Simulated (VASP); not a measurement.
# KCl (Pm-3m) in VASP: notebook

The runs below take KCl through single point, with LDA, PBEsol, PBE.

Everything below comes from runs of VASP 6.6.1. Logs are shortened: lines on timing, memory, paths and dates and some standing lists are left out, and cuts for length are marked.

### 1 The cell of the first run

The structure is cubic, space group Pm-3m (No. 221). Conventional cell: a = 3.787 Å, b = 3.787 Å, c = 3.787 Å, α = 90.00°, β = 90.00°, γ = 90.00°. Within 4.3 Å of K (site symmetry m-3m) lie 8 Cl at 3.28 Å and 6 K at 3.79 Å. Within 4.3 Å of Cl (site symmetry m-3m) lie 8 K at 3.28 Å and 6 Cl at 3.79 Å.

### 2 Single point, LDA

INCAR

```
SYSTEM = KCl
  ALGO = Normal
  EDIFF = 1E-6
  ENCUT = 520
  ISIF = 2
  ISMEAR = -1
  LASPH = .TRUE.
  LCHARG = .TRUE.
  LELF = .TRUE.
  LREAL = .FALSE.
  LVHAR = .TRUE.
  LWAVE = .FALSE.
  NBANDS = 15
  NELM = 80
  PREC = Accurate
  SIGMA = 0.05
```

KPOINTS

```
k-points
0
G
  7 7 7
  0 0 0
```

POSCAR

```
KCl
1.0
    3.7873086124      0.0000000000      0.0000000000
    0.0000000000      3.7873086124      0.0000000000
    0.0000000000      0.0000000000      3.7873086124
K Cl
1 1
Direct
    0.0000000000      0.0000000000      0.0000000000
    0.5000000000      0.5000000000      0.5000000000
```

Potentials or basis: VASP PAW LDA potentials, release 64 (K_sv, Cl).

On the command line:

```bash
$ cat potpaw_LDA.64/K_sv/POTCAR potpaw_LDA.64/Cl/POTCAR > POTCAR
$ mpirun -np 1 vasp_std > vasp.out
```

OUTCAR:

```text
SYSTEM = KCl
   EDIFF = 1E-6
   ENCUT = 520
   ISIF = 2
   ISMEAR = -1
   LASPH = .TRUE.
   LREAL = .FALSE.
   NELM = 80
   PREC = Accurate

 ion  position               nearest neighbor table
   1  0.000  0.000  0.000-
   2  0.500  0.500  0.500-

  LATTYP: Found a simple cubic cell.
 ALAT       =     3.7873086124

  Lattice vectors:

 A1 = (   3.7873086124,   0.0000000000,   0.0000000000)
 A2 = (   0.0000000000,   3.7873086124,   0.0000000000)
 A3 = (   0.0000000000,   0.0000000000,   3.7873086124)

Analysis of symmetry for initial positions (statically):
=====================================================================
 Subroutine PRICEL returns:
 Original cell was already a primitive cell.

 Routine SETGRP: Setting up the symmetry group for a
 simple cubic supercell.

 Subroutine GETGRP returns: Found 48 space group operations
 (whereof 48 operations were pure point group operations)
 out of a pool of 48 trial point group operations.

The static configuration has the point symmetry O_h .

Analysis of symmetry for dynamics (positions and initial velocities):
=====================================================================
 Subroutine PRICEL returns:
 Original cell was already a primitive cell.

 Routine SETGRP: Setting up the symmetry group for a
 simple cubic supercell.

 Subroutine GETGRP returns: Found 48 space group operations
 (whereof 48 operations were pure point group operations)
 out of a pool of 48 trial point group operations.

The dynamic configuration has the point symmetry O_h .

 Subroutine INISYM returns: Found 48 space group operations
 (whereof 48 operations are pure point group operations),
 and found     1 'primitive' translations

----------------------------------------------------------------------------------------

                                     Primitive cell

  volume of cell :      54.3240

  direct lattice vectors                    reciprocal lattice vectors
     3.787308612  0.000000000  0.000000000     0.264039745  0.000000000  0.000000000
     0.000000000  3.787308612  0.000000000     0.000000000  0.264039745  0.000000000
     0.000000000  0.000000000  3.787308612     0.000000000  0.000000000  0.264039745

  length of vectors
     3.787308612  3.787308612  3.787308612     0.264039745  0.264039745  0.264039745

  position of ions in fractional coordinates (direct lattice)
     0.000000000  0.000000000  0.000000000
     0.500000000  0.500000000  0.500000000

  ion indices of the primitive-cell ions
   primitive index   ion index
                 1           1
                 2           2

----------------------------------------------------------------------------------------

 KPOINTS: k-points

Automatic generation of k-mesh.
 Grid dimensions read from file:
 generate k-points for:    7    7    7

 Generating k-lattice:

  Cartesian coordinates                     Fractional coordinates (reciprocal lattice)
     0.037719964  0.000000000  0.000000000     0.142857143  0.000000000  0.000000000
     0.000000000  0.037719964  0.000000000     0.000000000  0.142857143  0.000000000
     0.000000000  0.000000000  0.037719964     0.000000000  0.000000000  0.142857143

  Length of vectors
     0.037719964  0.037719964  0.037719964

  Shift w.r.t. Gamma in fractional coordinates (k-lattice)
     0.000000000  0.000000000  0.000000000

 Subroutine IBZKPT returns following result:
 ===========================================

 Found     20 irreducible k-points:

 Following reciprocal coordinates:
            Coordinates               Weight
  0.000000  0.000000  0.000000      1.000000
  0.142857  0.000000  0.000000      6.000000
  0.285714  0.000000  0.000000      6.000000
  0.428571  0.000000  0.000000      6.000000
  0.142857  0.142857  0.000000     12.000000
  0.285714  0.142857  0.000000     24.000000
[... 12 lines left out ...]
  0.428571  0.428571  0.285714     24.000000
  0.428571  0.428571  0.428571      8.000000
   k-points           NKPTS =     20   k-points in BZ     NKDIM =     20   number of bands    NBANDS=     15
   number of dos      NEDOS =    301   number of ions     NIONS =      2
   total plane-waves  NPLWV =  21952
   dimension x,y,z NGX =    28 NGY =   28 NGZ =   28
   dimension x,y,z NGXF=    56 NGYF=   56 NGZF=   56
   ions per type =               1   1
   NGX,Y,Z   is equivalent  to a cutoff of  12.29, 12.29, 12.29 a.u.
   NGXF,Y,Z  is equivalent  to a cutoff of  24.58, 24.58, 24.58 a.u.
 SYSTEM =  KCl
   PREC   = accura    normal or accurate (medium, high low for compatibility)
   ISTART =      0    job   : 0-new  1-cont  2-samecut
   ICHARG =      2    charge: 1-file 2-atom 10-const
   ISPIN  =      1    spin polarized calculation?
   LNONCOLLINEAR =      F non collinear calculations
   LSORBIT =      F    spin-orbit coupling
   LASPH  =      T    aspherical Exc in radial PAW
   ENCUT  =  520.0 eV  38.22 Ry    6.18 a.u.   7.04  7.04  7.04*2*pi/ulx,y,z
   NELM   =     80;   NELMIN=  2; NELMDL= -5     # of ELM steps
   EDIFF  = 0.1E-05   stopping-criterion for ELM
   LREAL  =      F    real-space projection
   EDIFFG = 0.1E-04   stopping-criterion for IOM
   NSW    =      0    number of steps for IOM
   IBRION =     -1    ionic relax: 0-MD 1-quasi-New 2-CG
   NFREE  =      0    steps in history (QN), initial steepest desc. (CG)
   ISIF   =      2    stress and relaxation
   ISYM   =      2    0-nonsym 1-usesym 2-fastsym
   POTIM  = 0.5000    time-step for ionic-motion
   TEBEG  =    0.0;   TEEND  =   0.0 temperature during run
   PSTRESS=    0.0 pullay stress
   NELECT =      16.0000    total number of electrons
   NUPDOWN=      -1.0000    fix difference up-down
   EMIN   =  10.00;   EMAX   =-10.00  energy-range for DOS
   EFERMI =   0.00;   METHOD = LEGACY
   ISMEAR =    -1;   SIGMA  =   0.05  broadening in eV -4-tet -1-fermi 0-gaus
   EFERMI_NEDOS =   21; number of points for ismear=-14 and -15
   IALGO  =     38    algorithm
   IMIX   =      4    mixing-type and parameters
     AMIX     =   0.40;   BMIX     =  1.00
     AMIX_MAG =   1.60;   BMIX_MAG =  1.00
  volume/ion in A,a.u.               =      27.16       183.30
  Fermi-wavevector in a.u.,A,eV,Ry     =   1.089225  2.058336 16.142093  1.186410
  Thomas-Fermi vector in A             =   2.225423
   LORBIT       =      0    0 simple, 1 ext, 2 COOP (PROOUT), +10 PAW based schemes
   GGA     = CA    functional components
   LHFCALC =     F    Hartree Fock is set to
   AEXX    =    0.0000 exact exchange contribution
   IVDW    =     0    specifies the selected vdW correction
   LEPSILON=     F    determine dielectric tensor
   LRPA    =     F    only Hartree local field effects (RPA)
 non-spin polarized calculation
  energy-cutoff  :      520.00
  volume of cell :       54.32
 maximum number of plane-waves:      1474
   NGX = 15   NGY = 15   NGZ = 15

 number of electron      16.0000001 magnetization

 Free energy of the ion-electron system (eV)
  ---------------------------------------------------
  ext. energy  EPLUGINS =         0.00000000
  ---------------------------------------------------
  free energy    TOTEN  =        -7.29522525 eV

  energy without entropy =       -7.29522525  energy(sigma->0) =       -7.29522525

 E-fermi :   0.1842     XC(G=0):  -8.8000

 val. band max:       -0.8881258630   @ k =   0.4286   0.4286   0.0000
 cond. band min:       3.6752914704   @ k =   0.0000   0.0000   0.0000
 fundamental gap:      4.5634173334
 Fermi energy:         0.1841735635

 k-point     1 :       0.0000    0.0000    0.0000
  band No.  band energies     occupation
      1     -28.4746      2.00000
      2     -13.4277      2.00000
      3     -12.0852      2.00000
      4     -12.0852      2.00000
      5     -12.0852      2.00000
      6      -1.0830      2.00000
      7      -1.0830      2.00000
      8      -1.0830      2.00000
      9       3.6753      0.00000
     10       5.3385      0.00000
     11       5.3385      0.00000
     12       9.7278      0.00000
     13       9.7278      0.00000
     14       9.7278      0.00000
     15      12.7998      0.00000

 k-point     2 :       0.1429    0.0000    0.0000
  band No.  band energies     occupation
      1     -28.4699      2.00000
      2     -13.4624      2.00000
      3     -12.0780      2.00000
      4     -12.0780      2.00000
      5     -12.0601      2.00000
      6      -1.5043      2.00000
      7      -1.0868      2.00000
      8      -1.0868      2.00000
      9       4.1718      0.00000
     10       5.5109      0.00000
     11       5.7821      0.00000
     12       9.6407      0.00000
     13       9.6407      0.00000
     14       9.8290      0.00000
     15      11.9701      0.00000

 k-point     3 :       0.2857    0.0000    0.0000
  band No.  band energies     occupation
      1     -28.4594      2.00000
      2     -13.5430      2.00000
      3     -12.0618      2.00000
      4     -12.0618      2.00000
      5     -11.9962      2.00000
      6      -2.2605      2.00000
      7      -1.0962      2.00000
      8      -1.0962      2.00000
      9       5.2481      0.00000
     10       5.9991      0.00000
     11       6.7556      0.00000
     12       9.5304      0.00000
     13       9.5304      0.00000
     14      10.0851      0.00000
     15      10.4591      0.00000
[... 271 lines left out ...]
 k-point    19 :       0.4286    0.4286    0.2857
  band No.  band energies     occupation
      1     -28.4157      2.00000
      2     -13.0690      2.00000
      3     -12.3040      2.00000
      4     -12.2770      2.00000
      5     -12.1903      2.00000
      6      -2.2252      2.00000
      7      -2.2183      2.00000
      8      -1.8267      2.00000
      9       6.4363      0.00000
     10       7.5345      0.00000
     11       7.6807      0.00000
     12       8.1037      0.00000
     13       9.2376      0.00000
     14       9.3318      0.00000
     15      11.6561      0.00000

 k-point    20 :       0.4286    0.4286    0.4286
  band No.  band energies     occupation
      1     -28.4083      2.00000
      2     -12.9930      2.00000
      3     -12.2811      2.00000
      4     -12.2811      2.00000
      5     -12.2808      2.00000
      6      -2.2726      2.00000
      7      -2.2726      2.00000
      8      -2.2298      2.00000
      9       7.3091      0.00000
     10       7.6234      0.00000
     11       7.6234      0.00000
     12       8.8611      0.00000
     13       8.9978      0.00000
     14       8.9978      0.00000
     15      11.6160      0.00000

------------------------ aborting loop because EDIFF is reached ----------------------------------------

  FORCE on cell =-STRESS in cart. coord.  units (eV):
  Direction    XX          YY          ZZ          XY          YZ          ZX
  --------------------------------------------------------------------------------------
  -------------------------------------------------------------------------------------
  Total       -0.8731720     -0.8731720     -0.8731720      0.0000000      0.0000000      0.0000000
  in kB      -25.7524334    -25.7524334    -25.7524334      0.0000000      0.0000000      0.0000000
  external PRESSURE =     -25.7524334 kB  Pullay stress =       0.0000000 kB

 VOLUME and BASIS-vectors are now :
 -----------------------------------------------------------------------------
  energy-cutoff  :      520.00
  volume of cell :       54.32
      direct lattice vectors                 reciprocal lattice vectors
     3.787308612  0.000000000  0.000000000     0.264039745  0.000000000  0.000000000
     0.000000000  3.787308612  0.000000000     0.000000000  0.264039745  0.000000000
     0.000000000  0.000000000  3.787308612     0.000000000  0.000000000  0.264039745

 POSITION                                       TOTAL-FORCE (eV/Angst)
 -----------------------------------------------------------------------------------
      0.00000      0.00000      0.00000         0.000000      0.000000      0.000000
      1.89365      1.89365      1.89365         0.000000      0.000000      0.000000
 -----------------------------------------------------------------------------------
    total drift:                               -0.000000      0.000000      0.000000

  FREE ENERGIE OF THE ION-ELECTRON SYSTEM (eV)
  ---------------------------------------------------
  free  energy   TOTEN  =        -7.2952252452 eV

  energy  without entropy=       -7.2952252451  energy(sigma->0) =       -7.29522525
```

Wall time 6.1 s (1 thread of Intel Xeon 6975P-C (Granite Rapids), shared host); peak memory 0.14 GiB.

Results:

- Free energy: -7.2952 eV
- Pressure: -2.6 GPa
- Band gap on the k mesh: 4.56 eV, indirect (least direct gap 4.76 eV)

Levels at points of the mesh, in eV from the valence-band top:
| k point | band 5 | band 6 | band 7 | band 8 | band 9 | band 10 | band 11 | band 12 |
| --- | --- | --- | --- | --- | --- | --- | --- | --- |
| (0.00, 0.00, 0.00) | -11.20 | -0.19 | -0.19 | -0.19 | 4.56 | 6.23 | 6.23 | 10.62 |

A k mesh can miss the band edges.

(Continued in part 2 of 2.)
